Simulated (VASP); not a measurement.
# MoS2 (P-6m2) in VASP: notebook

Runs on MoS2. Level: PBE+D3(BJ). Tasks: single point.

All numbers are computed with VASP 6.6.1; they aren't measurements. Logs are shortened: lines on timing, memory, paths and dates and some standing lists are left out, and cuts for length are marked.

## Step 1: The cell of the first run

Symmetry: P-6m2, No. 187, hexagonal system. Conventional cell: a = 3.149 Å, b = 3.149 Å, c = 6.645 Å, α = 90.00°, β = 90.00°, γ = 120.00°. Mo (site symmetry -6m2) has 6 S at 2.40 Å and 6 Mo at 3.15 Å within 3.2 Å. S (site symmetry 3m) has 3 Mo at 2.40 Å and 7 S at 3.13 to 3.15 Å within 3.2 Å.

## Step 2: Single point, PBE+D3(BJ)

INCAR

```
PREC = Accurate ; ENCUT = 500
EDIFF = 1E-6 ; ISMEAR = 0
SIGMA = 0.05 ; LREAL = F
LASPH = T ; NELM = 120
ALGO = Normal ; ISIF = 2
LWAVE = F ; LCHARG = F
GGA = PE ; IVDW = 12
NBANDS = 20 ; GGA_COMPAT = F
```

KPOINTS

```
regular mesh
0
Gamma
  12 12 4
```

POSCAR

```
MoS2
1.0
    3.1494351579      0.0000000000      0.0000000000
   -1.5747175790      2.7274908543      0.0000000000
    0.0000000000      0.0000000000      6.6448340996
Mo S
1 2
Direct
    0.0000000000      0.0000000000      0.0000000000
    0.3333333333      0.6666666667      0.2357940733
    0.3333333333      0.6666666667      0.7642059267
```

Potentials or basis: VASP PAW PBE potentials, release 64 (Mo_sv, S).

The run is started by

```
> cat potpaw_PBE.64/Mo_sv/POTCAR potpaw_PBE.64/S/POTCAR > POTCAR
> mpirun -np 1 vasp_std > vasp.out
```

OUTCAR:

```text
PREC = Accurate
   ENCUT = 500
   EDIFF = 1E-6
   ISMEAR = 0
   LREAL = F
   LASPH = T
   NELM = 120
   ISIF = 2
   GGA = PE
   IVDW = 12
 IVDW          = 12

 ion  position               nearest neighbor table
   1  0.000  0.000  0.000-   2 2.40   3 2.40   2 2.40   3 2.40   2 2.40   3 2.40
   2  0.333  0.667  0.236-   1 2.40   1 2.40   1 2.40
   3  0.333  0.667  0.764-   1 2.40   1 2.40   1 2.40

  LATTYP: Found a hexagonal cell.
 ALAT       =     3.1494351579
 C/A-ratio  =     2.1098494703

  Lattice vectors:

 A1 = (   3.1494351579,   0.0000000000,   0.0000000000)
 A2 = (  -1.5747175790,   2.7274908543,   0.0000000000)
 A3 = (   0.0000000000,   0.0000000000,   6.6448340996)

Analysis of symmetry for initial positions (statically):
=====================================================================
 Subroutine PRICEL returns:
 Original cell was already a primitive cell.

 Routine SETGRP: Setting up the symmetry group for a
 hexagonal supercell.

 Subroutine GETGRP returns: Found 12 space group operations
 (whereof 12 operations were pure point group operations)
 out of a pool of 24 trial point group operations.

The static configuration has the point symmetry D_3h.

Analysis of symmetry for dynamics (positions and initial velocities):
=====================================================================
 Subroutine PRICEL returns:
 Original cell was already a primitive cell.

 Routine SETGRP: Setting up the symmetry group for a
 hexagonal supercell.

 Subroutine GETGRP returns: Found 12 space group operations
 (whereof 12 operations were pure point group operations)
 out of a pool of 24 trial point group operations.

The dynamic configuration has the point symmetry D_3h.

 Subroutine INISYM returns: Found 12 space group operations
 (whereof 12 operations are pure point group operations),
 and found     1 'primitive' translations

----------------------------------------------------------------------------------------

                                     Primitive cell

  volume of cell :      57.0795

  direct lattice vectors                    reciprocal lattice vectors
     3.149435158  0.000000000  0.000000000     0.317517253  0.183318672  0.000000000
    -1.574717579  2.727490854  0.000000000     0.000000000  0.366637343  0.000000000
     0.000000000  0.000000000  6.644834100     0.000000000  0.000000000  0.150492847

  length of vectors
     3.149435158  3.149435158  6.644834100     0.366637343  0.366637343  0.150492847

  position of ions in fractional coordinates (direct lattice)
[... 81 lines left out ...]
   EDIFF  = 0.1E-05   stopping-criterion for ELM
   LREAL  =      F    real-space projection
   EDIFFG = 0.1E-04   stopping-criterion for IOM
   NSW    =      0    number of steps for IOM
   IBRION =     -1    ionic relax: 0-MD 1-quasi-New 2-CG
   NFREE  =      0    steps in history (QN), initial steepest desc. (CG)
   ISIF   =      2    stress and relaxation
   ISYM   =      2    0-nonsym 1-usesym 2-fastsym
   POTIM  = 0.5000    time-step for ionic-motion
   TEBEG  =    0.0;   TEEND  =   0.0 temperature during run
   PSTRESS=    0.0 pullay stress
   NELECT =      26.0000    total number of electrons
   NUPDOWN=      -1.0000    fix difference up-down
   EMIN   =  10.00;   EMAX   =-10.00  energy-range for DOS
   EFERMI =   0.00;   METHOD = LEGACY
   ISMEAR =     0;   SIGMA  =   0.05  broadening in eV -4-tet -1-fermi 0-gaus
   EFERMI_NEDOS =   21; number of points for ismear=-14 and -15
   IALGO  =     38    algorithm
   IMIX   =      4    mixing-type and parameters
     AMIX     =   0.40;   BMIX     =  1.00
     AMIX_MAG =   1.60;   BMIX_MAG =  1.00
  volume/ion in A,a.u.               =      19.03       128.40
  Fermi-wavevector in a.u.,A,eV,Ry     =   1.259619  2.380335 21.587552  1.586640
  Thomas-Fermi vector in A             =   2.393170
   LORBIT       =      0    0 simple, 1 ext, 2 COOP (PROOUT), +10 PAW based schemes
   GGA     = PE    functional components
   LHFCALC =     F    Hartree Fock is set to
   AEXX    =    0.0000 exact exchange contribution
   IVDW    =    12    specifies the selected vdW correction
   LEPSILON=     F    determine dielectric tensor
   LRPA    =     F    only Hartree local field effects (RPA)
 non-spin polarized calculation
 Gauss-broadening in eV      SIGMA  =   0.05
  energy-cutoff  :      500.00
  volume of cell :       57.08
 maximum number of plane-waves:      1464
 NGX is ok and might be reduce to    24
   NGX = 11   NGY = 11   NGZ = 25

 number of electron      25.9999998 magnetization

 Free energy of the ion-electron system (eV)
  ---------------------------------------------------
  ext. energy  EPLUGINS =         0.00000000
  ---------------------------------------------------
  free energy    TOTEN  =       -21.79695113 eV

  energy without entropy =      -21.79695113  energy(sigma->0) =      -21.79695113

 E-fermi :   6.8026     XC(G=0): -10.3048

 val. band max:        6.4861622551   @ k =   0.0000   0.0000   0.5000
 cond. band min:       7.7017502186   @ k =   0.1667   0.1667   0.0000
 fundamental gap:      1.2155879635
 Fermi energy:         6.8025861214

 k-point     1 :       0.0000    0.0000    0.0000
  band No.  band energies     occupation
      1     -54.7657      2.00000
      2     -28.9320      2.00000
      3     -28.6849      2.00000
      4     -28.6849      2.00000
      5      -8.1872      2.00000
      6      -6.7288      2.00000
[... 541 lines left out ...]
     19      14.1274      0.00000
     20      14.8491      0.00000

 [... further k-points ...]

------------------------ aborting loop because EDIFF is reached ----------------------------------------

 Edisp (eV)   -1.19327

 E8    (eV) :    -0.4819

  FORCE on cell =-STRESS in cart. coord.  units (eV):
  Direction    XX          YY          ZZ          XY          YZ          ZX
  --------------------------------------------------------------------------------------
  -------------------------------------------------------------------------------------
  Total      -0.03821    -0.03821    -0.06048     0.00000    -0.00000     0.00000
  in kB      -1.07245    -1.07245    -1.69759     0.00000    -0.00000     0.00000
  external pressure =       -1.28 kB  Pullay stress =        0.00 kB

 VOLUME and BASIS-vectors are now :
 -----------------------------------------------------------------------------
  energy-cutoff  :      500.00
  volume of cell :       57.08
      direct lattice vectors                 reciprocal lattice vectors
     3.149435158  0.000000000  0.000000000     0.317517253  0.183318672  0.000000000
    -1.574717579  2.727490854  0.000000000     0.000000000  0.366637343  0.000000000
     0.000000000  0.000000000  6.644834100     0.000000000  0.000000000  0.150492847

 POSITION                                       TOTAL-FORCE (eV/Angst)
 -----------------------------------------------------------------------------------
      0.00000      0.00000      0.00000         0.000000      0.000000      0.000000
     -0.00000      1.81833      1.56681         0.000000      0.000000     -0.014306
     -0.00000      1.81833      5.07802        -0.000000     -0.000000      0.014306
 -----------------------------------------------------------------------------------
    total drift:                                0.000000     -0.000000     -0.000000

  FREE ENERGIE OF THE ION-ELECTRON SYSTEM (eV)
  ---------------------------------------------------
  free  energy   TOTEN  =       -22.9902183985 eV

  energy  without entropy=      -22.9902183985  energy(sigma->0) =      -22.99021840
```

OSZICAR:

```text
N       E                     dE             d eps       ncg     rms          rms(c)
DAV:   1     0.182629484845E+03    0.18263E+03   -0.13188E+04  2296   0.118E+03
DAV:   2    -0.157798306888E+02   -0.19841E+03   -0.19265E+03  2840   0.310E+02
DAV:   3    -0.231668014547E+02   -0.73870E+01   -0.73118E+01  2808   0.562E+01
DAV:   4    -0.232582084062E+02   -0.91407E-01   -0.91359E-01  2832   0.664E+00
DAV:   5    -0.232597190927E+02   -0.15107E-02   -0.15106E-02  2888   0.824E-01    0.245E+01
DAV:   6    -0.221851557661E+02    0.10746E+01   -0.10319E+01  2472   0.195E+01    0.901E+00
DAV:   7    -0.219087930707E+02    0.27636E+00   -0.39583E+00  2384   0.114E+01    0.599E+00
DAV:   8    -0.217965741214E+02    0.11222E+00   -0.57162E-01  2544   0.464E+00    0.174E+00
DAV:   9    -0.217979428855E+02   -0.13688E-02   -0.24622E-02  2676   0.956E-01    0.660E-01
DAV:  10    -0.217968372940E+02    0.11056E-02   -0.92950E-03  2572   0.644E-01    0.119E-01
DAV:  11    -0.217969125044E+02   -0.75210E-04   -0.53725E-04  2660   0.160E-01    0.633E-02
DAV:  12    -0.217969157707E+02   -0.32663E-05   -0.78412E-05  2572   0.565E-02    0.255E-02
DAV:  13    -0.217969495131E+02   -0.33742E-04   -0.48132E-05  2464   0.369E-02    0.170E-02
DAV:  14    -0.217969506278E+02   -0.11146E-05   -0.31615E-06  3016   0.106E-02    0.800E-03
DAV:  15    -0.217969511286E+02   -0.50084E-06   -0.89838E-07  2104   0.598E-03
   1 F= -.22990218E+02 E0= -.22990218E+02  d E =-.197989E-21
```

Wall time 88 s (1 thread of AMD EPYC, shared host); peak memory 0.18 GiB.

Results:

- Free energy: -22.9902 eV
- Pressure: -0.1 GPa
- Largest force: 0.014 eV/Å
- Band gap on the k mesh: 1.22 eV (least direct gap 1.76 eV)
- Dispersion energy per atom: -0.398 eV

Forces on the atoms (eV/Å):
```
Mo   0.000  0.000  0.000
S    0.000  0.000 -0.014
S    0.000  0.000  0.014
```

A k mesh can miss the band edges.

## Step 3: Single point, PBE+D3(BJ)

INCAR

```
PREC     = Accurate       # precision mode
ENCUT    = 500            # plane-wave cutoff, eV
EDIFF    = 1E-6           # SCF threshold, eV
ISMEAR   = 0              # smearing method
SIGMA    = 0.05           # smearing width, eV
LREAL    = F              # projectors in reciprocal space
LASPH    = T              # aspherical terms in the spheres
NELM     = 120            # most SCF steps
ALGO     = Normal         # electronic algorithm
ISIF     = 2              # what is computed and relaxed
LWAVE    = F              # write WAVECAR
LCHARG   = T              # write CHGCAR
GGA      = PE             # functional
IVDW     = 12             # dispersion correction
LELF     = T              # ELF
LVHAR    = T            
NBANDS   = 20             # bands
GGA_COMPAT= F
```

KPOINTS

```
Automatic mesh
0
Gamma
  12 12 6
```

POSCAR is that of step 2.

Potentials or basis: VASP PAW PBE potentials, release 64 (Mo_sv, S).

The run is started by

```
> cat potpaw_PBE.64/Mo_sv/POTCAR potpaw_PBE.64/S/POTCAR > POTCAR
> mpirun -np 1 vasp_std > vasp.out
```

Wall time 2 min (1 thread of AMD EPYC, shared host); peak memory 0.19 GiB.

The run converged. Its results:

- Free energy: -22.9902 eV
- Pressure: -0.1 GPa
- Largest force: 0.014 eV/Å
- Band gap on the k mesh: 1.22 eV (least direct gap 1.76 eV)
- Dispersion energy per atom: -0.398 eV

Forces on the atoms (eV/Å):
```
Mo   0.000  0.000  0.000
S    0.000  0.000 -0.014
S    0.000  0.000  0.014
```

Levels at points of the mesh, in eV from the valence-band top:
```tsv
k point	band 10	band 11	band 12	band 13	band 14	band 15	band 16	band 17
(0.00, 0.00, 0.00)	-1.87	-1.87	-1.49	-0.93	2.45	2.45	2.60	2.60
(0.50, 0.00, 0.00)	-3.58	-1.98	-1.37	-1.29	1.94	2.33	3.84	4.05
(0.00, 0.00, 0.50)	-3.00	-1.88	-1.88	0.00	2.38	2.38	2.70	2.70
(0.50, 0.00, 0.50)	-3.60	-2.82	-1.30	-0.86	1.95	2.53	3.18	3.86
```

A k mesh can miss the band edges.
